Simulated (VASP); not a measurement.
Wanted: the native input for a VASP 6.6.1 run.

- Task: single point
- Functional: revPBE
- Dispersion: D3(BJ)
- Potentials or basis: VASP PAW PBE potentials, release 64 (Al)
- Cutoff: 520 eV
- k mesh: 11 × 11 × 6
- Occupations: fermi-dirac, width 0.05 eV
- Spin: no spin polarisation
- Dipole correction: no
- Further INCAR settings: ALGO = Fast; EDIFF = 1e-06; NBANDS = 10

The structure of Al lies in POSCAR:

```
Al
1.0
    2.7895723723      0.0000000000      0.0000000000
   -1.3947861861      2.4158405401      0.0000000000
    0.0000000000      0.0000000000      4.6111114245
Al
2
Direct
    0.3333333333      0.6666666667      0.2500000000
    0.6666666667      0.3333333333      0.7500000000
```

The input as run:

INCAR

```
SYSTEM = Al
PREC = Accurate
ENCUT = 520
EDIFF = 1E-6
ISMEAR = -1
SIGMA = 0.05
LREAL = .FALSE.
LASPH = .TRUE.
NELM = 60
ALGO = Fast
ISIF = 2
LWAVE = .FALSE.
LCHARG = .FALSE.
GGA = RE
IVDW = 12
NBANDS = 10
```

KPOINTS

```
regular mesh
0
G
  11 11 6
  0 0 0
```

Potentials or basis: VASP PAW PBE potentials, release 64 (Al).

Run with:

```console
$ cat potpaw_PBE.64/Al/POTCAR > POTCAR
$ mpirun -np 1 vasp_std > vasp.out
```

Results of the run:

The pressure is -0.2 GPa, the band gap on the k mesh is zero (band 3 reaches 12.76 eV, above the bottom of band 4 at 5.62 eV) and the dispersion energy per atom is -0.680 eV.

Caveat: the PAW data sets were made with another functional, which shifts forces and pressure a little; pairwise dispersion overbinds metals, which lowers pressure and volume.

Run time: 10 s on 1 thread of Intel Xeon 6975P-C (shared host), peak memory 0.16 GiB.
